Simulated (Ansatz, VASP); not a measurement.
# One calculation of VCrC2, two programs

```
V Cr C
1.0
     1.46063    0.84330    4.73939
    -1.46063    0.84330    4.73939
     0.00000   -1.68659    4.73939
V Cr C
1 1 2
Direct
  0.00000 0.00000 0.00000
  0.50000 0.50000 0.50000
  0.75124 0.75124 0.75124
  0.24876 0.24876 0.24876
```

Alike in both runs: task single point; functional PBE; k mesh 6 × 6 × 6; occupations gaussian, width 0.1 eV; collinear spin.

|  | VASP | Ansatz |
| --- | --- | --- |
| version | VASP 6.6.1 | Ansatz 0.2.0 |
| potentials or method | VASP PAW PBE potentials, release 64 (V_sv, Cr_pv, C), cutoff 520 eV | scalar-relativistic, plane waves, PAW |
| valence electrons in the cell | 33 | 35 |

Ansatz gave:

* gap on the k mesh at the Fermi level (eV): none
* pressure (GPa): -1.6
* traceless stress, the component that is largest in VASP (GPa): -0.63
* rms of the force components (eV/Å): 0.024
* net moment per atom (μB): 0.16
* size of the moment on the site where the two differ most (μB): 0.68

Task: Which values does VASP return?

Result: gap on the k mesh at the Fermi level (eV): none; pressure (GPa): -1.2; traceless stress, the component that is largest in VASP (GPa): -0.73; rms of the force components (eV/Å): 0.027; net moment per atom (μB): 0.17; size of the moment on the site where the two differ most (μB): 0.78.

Site moments also hang on the region over which each program counts them. Atom by atom the forces differ by 0.003 eV/Å (rms over components). A gap of «none» marks a metal or a gap that the smearing closes. With one functional, cell and mesh, what is left measures potentials, basis and numerics. VASP's potentials hold 33 valence electrons a cell and Ansatz's 35, so a difference there can come from the potentials and not from the codes.

The k mesh is coarse, so the values compare programs but aren't converged.
